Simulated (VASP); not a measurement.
# ZnS in VASP: a series of runs, part 2 of 2

VASP 6.6.1. Earlier steps stand in the parts before.

**4. Single point, PBEsol**

This run uses another cell than the first one.

The input, INCAR:

```
PREC = Accurate
ENCUT = 520
EDIFF = 1E-7
ISMEAR = 0
SIGMA = 0.05
LREAL = False
LASPH = True
NELM = 80
ALGO = Normal
ISIF = 2
LWAVE = False
LCHARG = False
LDIPOL = True
IDIPOL = 3
DIPOL = 0.5 0.5 0.500
GGA = PS
NBANDS = 46
```

The input, KPOINTS:

```
regular mesh
0
Gamma
  9 9 1
```

The input, POSCAR:

```
ZnS
1.0
    3.7876303073      0.0000000000      0.0000000000
   -1.8938151536      3.2801840662      0.0000000000
    0.0000000000      0.0000000000     32.0509083860
S Zn
4 4
Direct
    0.0000000000      0.0000000000      0.3432040012
    0.3333333333      0.6666666667      0.4396938466
    0.6666666667      0.3333333333      0.5361836920
    0.0000000000      0.0000000000      0.6326735375
    0.3333333333      0.6666666667      0.3673264625
    0.6666666667      0.3333333333      0.4638163080
    0.0000000000      0.0000000000      0.5603061534
    0.3333333333      0.6666666667      0.6567959988
```

Potentials or basis: VASP PAW PBE potentials, release 64 (S, Zn).

Launch:

```
cat potpaw_PBE.64/S/POTCAR potpaw_PBE.64/Zn/POTCAR > POTCAR
mpirun -np 1 vasp_std > vasp.out
```

OUTCAR:

```text
PREC = Accurate
   ENCUT = 520
   EDIFF = 1E-7
   ISMEAR = 0
   LREAL = False
   LASPH = True
   NELM = 80
   ISIF = 2
   GGA = PS

 ion  position               nearest neighbor table
   1  0.000  0.000  0.343-   5 2.32   5 2.32   5 2.32
   2  0.333  0.667  0.440-   6 2.32   6 2.32   6 2.32   5 2.32
   3  0.667  0.333  0.536-   6 2.32   7 2.32   7 2.32   7 2.32
   4  0.000  0.000  0.633-   8 2.32   8 2.32   8 2.32   7 2.32
   5  0.333  0.667  0.367-   1 2.32   1 2.32   1 2.32   2 2.32
   6  0.667  0.333  0.464-   3 2.32   2 2.32   2 2.32   2 2.32
   7  0.000  0.000  0.560-   3 2.32   3 2.32   3 2.32   4 2.32
   8  0.333  0.667  0.657-   4 2.32   4 2.32   4 2.32

  LATTYP: Found a hexagonal cell.
 ALAT       =     3.7876303073
 C/A-ratio  =     8.4619949112

  Lattice vectors:

 A1 = (   3.7876303073,   0.0000000000,   0.0000000000)
 A2 = (  -1.8938151536,   3.2801840662,   0.0000000000)
 A3 = (   0.0000000000,   0.0000000000,  32.0509083860)

Analysis of symmetry for initial positions (statically):
=====================================================================
 Subroutine PRICEL returns:
 Original cell was already a primitive cell.

 Routine SETGRP: Setting up the symmetry group for a
 hexagonal supercell.
[... 763 lines left out ...]
     46       4.3511      0.00000

------------------------ aborting loop because EDIFF is reached ----------------------------------------

 vacuum level on the upper side and lower side of the slab       (xc-potential included)        -2.019         1.874

  FORCE on cell =-STRESS in cart. coord.  units (eV):
  Direction    XX          YY          ZZ          XY          YZ          ZX
  --------------------------------------------------------------------------------------
  -------------------------------------------------------------------------------------
  Total       -1.6826524     -1.6826524      1.9091361     -0.0000000      0.0000000     -0.0000000
  in kB       -6.7701585     -6.7701585      7.6814168     -0.0000000      0.0000000     -0.0000000
  external PRESSURE =      -1.9529668 kB  Pullay stress =       0.0000000 kB

 VOLUME and BASIS-vectors are now :
 -----------------------------------------------------------------------------
  energy-cutoff  :      520.00
  volume of cell :      398.20
      direct lattice vectors                 reciprocal lattice vectors
     3.787630307  0.000000000  0.000000000     0.264017319  0.152430470  0.000000000
    -1.893815154  3.280184066  0.000000000     0.000000000  0.304860941  0.000000000
     0.000000000  0.000000000 32.050908386     0.000000000  0.000000000  0.031200364

 POSITION                                       TOTAL-FORCE (eV/Angst)
 -----------------------------------------------------------------------------------
      0.00000      0.00000     11.00000         0.000000     -0.000000      0.209324
     -0.00000      2.18679     14.09259         0.000000     -0.000000      0.750183
      1.89382      1.09339     17.18517         0.000000     -0.000000      0.599043
      0.00000      0.00000     20.27776         0.000000     -0.000000      0.924800
     -0.00000      2.18679     11.77315        -0.000000      0.000000     -0.659090
      1.89382      1.09339     14.86573        -0.000000      0.000000     -0.664764
      0.00000      0.00000     17.95832         0.000000     -0.000000     -0.660571
     -0.00000      2.18679     21.05091         0.000000     -0.000000     -0.498924
 -----------------------------------------------------------------------------------
    total drift:                               -0.000009      0.000001     -0.002340

  FREE ENERGIE OF THE ION-ELECTRON SYSTEM (eV)
  ---------------------------------------------------
  free  energy   TOTEN  =       -28.0974091576 eV

  energy  without entropy=      -28.0924047945  energy(sigma->0) =      -28.09490698

 vacuum level on the upper side and lower side of the slab         1.189         5.147
```

stdout:

```text
POSCAR found type information on POSCAR S Zn
 POSCAR found :  2 types and       8 ions
 scaLAPACK will be used
 -----------------------------------------------------------------------------
|                                                                             |
|                                                                             |
|     You enforced a specific xc type in the INCAR file but a different       |
|     I HOPE YOU KNOW WHAT YOU ARE DOING!                                     |
|                                                                             |
 -----------------------------------------------------------------------------

 LDA part: xc-table for (Slater+PW92), standard interpolation
 POSCAR, INCAR and KPOINTS ok, starting setup
 FFT: planning ... GRIDC
 FFT: planning ... GRID_SOFT
 FFT: planning ... GRID
 WAVECAR not read
 entering main loop
```

It took 11 min on 1 thread of Intel Xeon 6975P-C (Granite Rapids), shared host; peak memory 0.52 GiB.

What came out:

```yaml
Free_energy: -28.0974 eV
Largest_force: 0.925 eV/Å
Band_gap_on_the_k_mesh: zero (bands 36 and 37 overlap by 0.45 eV)
```

Forces on the atoms (eV/Å):
```
S    0.000  0.000  0.209
S    0.000  0.000  0.750
S    0.000  0.000  0.599
S    0.000  0.000  0.925
Zn   0.000  0.000 -0.659
Zn   0.000  0.000 -0.665
Zn   0.000  0.000 -0.661
Zn   0.000  0.000 -0.499
```

Levels at points of the mesh, in eV from the Fermi level:
| k point | band 32 | band 33 | band 34 | band 35 | band 36 | band 37 | band 38 | band 39 | band 40 | band 41 |
| --- | --- | --- | --- | --- | --- | --- | --- | --- | --- | --- |
| (0.00, 0.00, 0.00) | -0.79 | -0.79 | -0.79 | -0.05 | 0.47 | 0.47 | 1.45 | 1.83 | 2.77 | 3.13 |

Caveat: the PAW data sets were made with another functional, which shifts forces and pressure a little.

**5. The runs side by side**

```csv
cell,gap on the mesh (eV),largest force (eV/Å)
"a = 3.788, b = 3.788, c = 25.051 Å, angles 90.0, 90.0, 120.0°, 8 atoms, atomic positions A",none,0.92
"a = 3.788, b = 3.788, c = 25.051 Å, angles 90.0, 90.0, 120.0°, 8 atoms, atomic positions B",none,0.02
"a = 3.788, b = 3.788, c = 32.051 Å, angles 90.0, 90.0, 120.0°, 8 atoms, atomic positions A",none,0.92
```

Alike in all rows: task single point; level PBEsol; potentials or basis VASP PAW PBE potentials, release 64 (S, Zn); no spin polarisation; k mesh 9 × 9 × 1; cutoff (eV) 520; smearing gaussian 0.05 eV.

Caveats: the PAW data sets were made with another functional, which shifts forces and pressure a little.

Absolute energies hang on the potentials; compare differences alone.
